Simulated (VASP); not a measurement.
# Ti3N3O in VASP: further runs

Runs on Ti3N3O. Level: PBE. Tasks: single point.

Program: VASP 6.6.1. These are calculated values, not measurements. Logs are shortened: lines on timing, memory, paths and dates and some standing lists are left out, and cuts for length are marked.

## Step 1: The cell of the first run

The cell holds a slab with vacuum, 7 atoms: a = 3.003 Å, b = 3.003 Å, c = 23.054 Å, α = 90.00°, β = 90.00°, γ = 120.00°.

## Step 2: Single point, PBE, collinear spin, ferromagnetic start

INCAR

```
ALGO = Normal
DIPOL = 0.5 0.5 0.350
EDIFF = 1E-6
ENCUT = 520
GGA = PE
IDIPOL = 3
ISIF = 2
ISMEAR = 0
ISPIN = 2
LASPH = T
LCHARG = F
LDIPOL = T
LMAXMIX = 4
LORBIT = 11
LREAL = F
LWAVE = F
MAGMOM = 0 0 0 0 0 0 2
NBANDS = 42
NELM = 150
PREC = Accurate
SIGMA = 0.1
```

KPOINTS

```
k-points
0
Gamma
  9 9 1
```

POSCAR

```
Ti3N3O
1.0
    3.0028555065      0.0000000000      0.0000000000
   -1.5014277533      2.6005491526      0.0000000000
    0.0000000000      0.0000000000     23.0541471875
N Ti O
3 3 1
Direct
    0.3333333333      0.6666666667      0.1735045746
    0.0000000000      0.0000000000      0.2798551255
    0.6666666667      0.3333333333      0.3877458571
    0.6666666667      0.3333333333      0.2266798501
    0.3333333333      0.6666666667      0.3342486897
    0.0000000000      0.0000000000      0.4361101326
    0.0000000000      0.0000000000      0.6100484686
```

Potentials or basis: VASP PAW PBE potentials, release 64 (N, Ti_sv, O).

Started as:

```
cat potpaw_PBE.64/N/POTCAR potpaw_PBE.64/Ti_sv/POTCAR potpaw_PBE.64/O/POTCAR > POTCAR
mpirun -np 1 vasp_std > vasp.out
```

OUTCAR:

```text
EDIFF = 1E-6
   ENCUT = 520
   GGA = PE
   ISIF = 2
   ISMEAR = 0
   ISPIN = 2
   LASPH = T
   LORBIT = 11
   LREAL = F
   NELM = 150
   PREC = Accurate

 ion  position               nearest neighbor table
   1  0.333  0.667  0.174-   4 2.12   4 2.12   4 2.12
   2  0.000  0.000  0.280-   4 2.12   4 2.12   4 2.12   5 2.14   5 2.14   5 2.14
   3  0.667  0.333  0.388-   6 2.06   6 2.06   6 2.06   5 2.13   5 2.13   5 2.13
   4  0.667  0.333  0.227-   2 2.12   2 2.12   2 2.12   1 2.12   1 2.12   1 2.12
   5  0.333  0.667  0.334-   3 2.13   3 2.13   3 2.13   2 2.14   2 2.14   2 2.14   6 2.92   6 2.92
                             6 2.92
   6  0.000  0.000  0.436-   3 2.06   3 2.06   3 2.06   5 2.92   5 2.92   5 2.92
   7  0.000  0.000  0.610-

  LATTYP: Found a hexagonal cell.
 ALAT       =     3.0028555065
 C/A-ratio  =     7.6774080996

  Lattice vectors:

 A1 = (   3.0028555065,   0.0000000000,   0.0000000000)
 A2 = (  -1.5014277533,   2.6005491526,   0.0000000000)
 A3 = (   0.0000000000,   0.0000000000,  23.0541471875)

Analysis of symmetry for initial positions (statically):
=====================================================================
 Subroutine PRICEL returns:
 Original cell was already a primitive cell.

 Routine SETGRP: Setting up the symmetry group for a
 hexagonal supercell.

 Subroutine GETGRP returns: Found  6 space group operations
 (whereof  6 operations were pure point group operations)
 out of a pool of 24 trial point group operations.

The static configuration has the point symmetry C_3v.

Analysis of symmetry for dynamics (positions and initial velocities):
=====================================================================
 Subroutine PRICEL returns:
 Original cell was already a primitive cell.

 Routine SETGRP: Setting up the symmetry group for a
 hexagonal supercell.

 Subroutine GETGRP returns: Found  6 space group operations
 (whereof  6 operations were pure point group operations)
 out of a pool of 24 trial point group operations.

The dynamic configuration has the point symmetry C_3v.

Analysis of structural, dynamic, and magnetic symmetry:
=====================================================================
 Subroutine PRICEL returns:
 Original cell was already a primitive cell.

 Routine SETGRP: Setting up the symmetry group for a
 hexagonal supercell.

 Subroutine GETGRP returns: Found  6 space group operations
 (whereof  6 operations were pure point group operations)
 out of a pool of 24 trial point group operations.

The overall configuration has the point symmetry C_3v.

 Subroutine INISYM returns: Found  6 space group operations
 (whereof  6 operations are pure point group operations),
 and found     1 'primitive' translations

----------------------------------------------------------------------------------------

                                     Primitive cell

  volume of cell :     180.0315

  direct lattice vectors                    reciprocal lattice vectors
     3.002855506  0.000000000  0.000000000     0.333016357  0.192267083  0.000000000
    -1.501427753  2.600549153  0.000000000     0.000000000  0.384534166  0.000000000
     0.000000000  0.000000000 23.054147187     0.000000000  0.000000000  0.043376144

  length of vectors
     3.002855506  3.002855507 23.054147187     0.384534166  0.384534166  0.043376144

  position of ions in fractional coordinates (direct lattice)
     0.333333333  0.666666667  0.173504575
     0.000000000  0.000000000  0.279855125
     0.666666667  0.333333333  0.387745857
     0.666666667  0.333333333  0.226679850
     0.333333333  0.666666667  0.334248690
     0.000000000  0.000000000  0.436110133
     0.000000000  0.000000000  0.610048469

  ion indices of the primitive-cell ions
   primitive index   ion index
                 1           1
                 2           2
                 3           3
                 4           4
                 5           5
                 6           6
                 7           7

----------------------------------------------------------------------------------------

 KPOINTS: k-points

Automatic generation of k-mesh.
 Grid dimensions read from file:
 generate k-points for:    9    9    1

 Generating k-lattice:

  Cartesian coordinates                     Fractional coordinates (reciprocal lattice)
     0.037001817  0.021363009  0.000000000     0.111111111  0.000000000  0.000000000
     0.000000000  0.042726018  0.000000000     0.000000000  0.111111111  0.000000000
     0.000000000  0.000000000  0.043376144     0.000000000  0.000000000  1.000000000

  Length of vectors
     0.042726018  0.042726018  0.043376144

  Shift w.r.t. Gamma in fractional coordinates (k-lattice)
     0.000000000  0.000000000  0.000000000

 Subroutine IBZKPT returns following result:
 ===========================================

 Found     12 irreducible k-points:

 Following reciprocal coordinates:
            Coordinates               Weight
  0.000000  0.000000  0.000000      1.000000
  0.111111  0.000000  0.000000      6.000000
  0.222222 -0.000000  0.000000      6.000000
  0.333333  0.000000  0.000000      6.000000
  0.444444 -0.000000  0.000000      6.000000
  0.111111  0.111111  0.000000      6.000000
  0.222222  0.111111  0.000000     12.000000
  0.333333  0.111111  0.000000     12.000000
  0.444444  0.111111  0.000000      6.000000
  0.222222  0.222222  0.000000      6.000000
  0.333333  0.222222  0.000000     12.000000
  0.333333  0.333333  0.000000      2.000000
   k-points           NKPTS =     12   k-points in BZ     NKDIM =     12   number of bands    NBANDS=     42
   number of dos      NEDOS =    301   number of ions     NIONS =      7
   total plane-waves  NPLWV = 103680
   dimension x,y,z NGX =    24 NGY =   24 NGZ =  180
   dimension x,y,z NGXF=    48 NGYF=   48 NGZF=  360
   ions per type =               3   3   1
   NGX,Y,Z   is equivalent  to a cutoff of  13.29, 13.29, 12.98 a.u.
   NGXF,Y,Z  is equivalent  to a cutoff of  26.57, 26.57, 25.96 a.u.
 SYSTEM =  unknown system
   PREC   = accura    normal or accurate (medium, high low for compatibility)
   ISTART =      0    job   : 0-new  1-cont  2-samecut
   ICHARG =      2    charge: 1-file 2-atom 10-const
   ISPIN  =      2    spin polarized calculation?
   LNONCOLLINEAR =      F non collinear calculations
   LSORBIT =      F    spin-orbit coupling
   LASPH  =      T    aspherical Exc in radial PAW
   ENCUT  =  520.0 eV  38.22 Ry    6.18 a.u.   5.58  5.58 42.87*2*pi/ulx,y,z
   NELM   =    150;   NELMIN=  2; NELMDL= -5     # of ELM steps
   EDIFF  = 0.1E-05   stopping-criterion for ELM
   LREAL  =      F    real-space projection
   EDIFFG = 0.1E-04   stopping-criterion for IOM
   NSW    =      0    number of steps for IOM
   IBRION =     -1    ionic relax: 0-MD 1-quasi-New 2-CG
   NFREE  =      0    steps in history (QN), initial steepest desc. (CG)
   ISIF   =      2    stress and relaxation
   ISYM   =      2    0-nonsym 1-usesym 2-fastsym
   POTIM  = 0.5000    time-step for ionic-motion
   TEBEG  =    0.0;   TEEND  =   0.0 temperature during run
   PSTRESS=    0.0 pullay stress
   NELECT =      57.0000    total number of electrons
   NUPDOWN=      -1.0000    fix difference up-down
   EMIN   =  10.00;   EMAX   =-10.00  energy-range for DOS
   EFERMI =   0.00;   METHOD = LEGACY
   ISMEAR =     0;   SIGMA  =   0.10  broadening in eV -4-tet -1-fermi 0-gaus
   EFERMI_NEDOS =   21; number of points for ismear=-14 and -15
   IALGO  =     38    algorithm
   IMIX   =      4    mixing-type and parameters
     AMIX     =   0.40;   BMIX     =  1.00
     AMIX_MAG =   1.60;   BMIX_MAG =  1.00
  volume/ion in A,a.u.               =      25.72       173.56
  Fermi-wavevector in a.u.,A,eV,Ry     =   1.115793  2.108543 16.939169  1.244994
  Thomas-Fermi vector in A             =   2.252401
   LORBIT       =     11    0 simple, 1 ext, 2 COOP (PROOUT), +10 PAW based schemes
   GGA     = PE    functional components
   LHFCALC =     F    Hartree Fock is set to
   AEXX    =    0.0000 exact exchange contribution
   IVDW    =     0    specifies the selected vdW correction
   LEPSILON=     F    determine dielectric tensor
   LRPA    =     F    only Hartree local field effects (RPA)
 spin polarized calculation
 Gauss-broadening in eV      SIGMA  =   0.10
  energy-cutoff  :      520.00
  volume of cell :      180.03
 maximum number of plane-waves:      4899
 NGX is ok and might be reduce to    24
   NGX = 11   NGY = 11   NGZ = 85

 dipolmoment           0.000000      0.000000      0.255521 electrons x Angstroem

 number of electron      57.0000011 magnetization       1.0405585

 dipolmoment           0.000000      0.000000     -0.027827 electrons x Angstroem

 Free energy of the ion-electron system (eV)
  ---------------------------------------------------
  ext. energy  EPLUGINS =         0.00000000
  ---------------------------------------------------
  free energy    TOTEN  =       -56.63259566 eV

  energy without entropy =      -56.60911911  energy(sigma->0) =      -56.62085739

 E-fermi :  -1.2845     XC(G=0):  -5.8831

 val. band max:       -1.2990872261   @ k =   0.2222   0.1111   0.0000
 cond. band min:      -1.2842805123   @ k =   0.1111   0.0000   0.0000
 fundamental gap:      0.0148067138
 Fermi energy:        -1.2844934191

 spin component 1

 k-point     1 :       0.0000    0.0000    0.0000
  band No.  band energies     occupation
      1     -58.7848      1.00000
      2     -58.2470      1.00000
      3     -57.8295      1.00000
      4     -35.2227      1.00000
      5     -34.8427      1.00000
      6     -34.8427      1.00000
[... 32 lines left out ...]
     39       1.0878      0.00000
[... 472 lines left out ...]
     39       2.6538      0.00000
     40       2.9371      0.00000
 Fermi energy:        -1.2844934191

 spin component 2

 k-point     1 :       0.0000    0.0000    0.0000
  band No.  band energies     occupation
      1     -58.7550      1.00000
      2     -58.6681      1.00000
      3     -57.8148      1.00000
      4     -35.3230      1.00000
      5     -34.9272      1.00000
      6     -34.8075      1.00000
[... 32 lines left out ...]
     39       1.0555      0.00000
[... 472 lines left out ...]
     39       2.4525      0.00000
     40       2.9312      0.00000
 [bands above 40 left out]

------------------------ aborting loop because EDIFF is reached ----------------------------------------

 vacuum level on the upper side and lower side of the slab       (xc-potential included)        -0.298         0.339

  FORCE on cell =-STRESS in cart. coord.  units (eV):
  Direction    XX          YY          ZZ          XY          YZ          ZX
  --------------------------------------------------------------------------------------
  -------------------------------------------------------------------------------------
  Total       -2.5824773     -2.5824773     -4.4239614      0.0000000      0.0000000     -0.0000000
  in kB      -22.9825669    -22.9825669    -39.3707190      0.0000000      0.0000000     -0.0000000
  external PRESSURE =     -28.4452843 kB  Pullay stress =       0.0000000 kB

 VOLUME and BASIS-vectors are now :
 -----------------------------------------------------------------------------
  energy-cutoff  :      520.00
  volume of cell :      180.03
      direct lattice vectors                 reciprocal lattice vectors
     3.002855506  0.000000000  0.000000000     0.333016357  0.192267083  0.000000000
    -1.501427753  2.600549153  0.000000000     0.000000000  0.384534166  0.000000000
     0.000000000  0.000000000 23.054147187     0.000000000  0.000000000  0.043376144

 POSITION                                       TOTAL-FORCE (eV/Angst)
 -----------------------------------------------------------------------------------
     -0.00000      1.73370      4.00000         0.000000     -0.000000      4.134566
      0.00000      0.00000      6.45182        -0.000000     -0.000000      1.168979
      1.50143      0.86685      8.93915        -0.000000      0.000000      0.026997
      1.50143      0.86685      5.22591         0.000000     -0.000000     -5.320605
     -0.00000      1.73370      7.70582        -0.000000      0.000000     -0.065972
      0.00000      0.00000     10.05415        -0.000000     -0.000000      0.286368
      0.00000      0.00000     14.06415        -0.000000     -0.000000     -0.230333
 -----------------------------------------------------------------------------------
    total drift:                               -0.000000     -0.000000      0.000031

  FREE ENERGIE OF THE ION-ELECTRON SYSTEM (eV)
  ---------------------------------------------------
  free  energy   TOTEN  =       -56.6325956638 eV

  energy  without entropy=      -56.6091191070  energy(sigma->0) =      -56.62085739

 vacuum level on the upper side and lower side of the slab         6.303         6.936

 total charge

# of ion       s       p       d       tot
------------------------------------------
    1        1.311   2.199   0.000   3.511
    2        1.250   2.493   0.000   3.743
    3        1.254   2.493   0.000   3.747
    4        2.192   6.226   1.882  10.300
    5        2.180   6.223   1.973  10.376
    6        2.182   6.156   1.995  10.334
    7        1.626   2.921   0.000   4.547
--------------------------------------------------
tot         11.995  28.711   5.851  46.558

 magnetization (x)

# of ion       s       p       d       tot
------------------------------------------
    1       -0.003  -0.051   0.000  -0.054
    2       -0.001  -0.006   0.000  -0.007
    3        0.000   0.018   0.000   0.019
    4       -0.001  -0.001   0.016   0.013
    5        0.001   0.000   0.043   0.044
    6       -0.016  -0.044  -0.423  -0.483
    7        0.015   1.524   0.000   1.539
--------------------------------------------------
tot         -0.005   1.441  -0.364   1.072
```

It took 15 min on 1 thread of AMD EPYC 9R14 (Zen 4), shared host; peak memory 0.44 GiB.

Results:

```yaml
Free_energy: -56.6326 eV
Largest_force: 5.321 eV/Å
Net_moment: 1.04 μB per cell
Site_moments: N -0.05, -0.01, +0.02; Ti +0.01, +0.04, -0.48; O +1.54 μB
Valence_electrons_inside_the_program's_atomic_spheres: N 3.51, 3.74, 3.75; Ti 10.30, 10.38, 10.33; O 4.55
```

Forces in eV/Å, atoms in the order of the input:
```
N    0.000  0.000  4.135
N    0.000  0.000  1.169
N    0.000  0.000  0.027
Ti   0.000  0.000 -5.321
Ti   0.000  0.000 -0.066
Ti   0.000  0.000  0.286
O    0.000  0.000 -0.230
```

Levels at points of the mesh, in eV from the Fermi level:
Spin up:
```csv
k point,band 25,band 26,band 27,band 28,band 29,band 30,band 31,band 32,band 33,band 34
"(0.00, 0.00, 0.00)",-2.03,-1.10,-0.21,-0.21,0.26,0.40,0.40,0.55,1.66,1.66
```
Spin down:
| k point | band 26 | band 27 | band 28 | band 29 | band 30 | band 31 |
| --- | --- | --- | --- | --- | --- | --- |
| (0.00, 0.00, 0.00) | -0.28 | 0.03 | 0.28 | 0.28 | 0.47 | 1.11 |

[end of part 1 of 2]
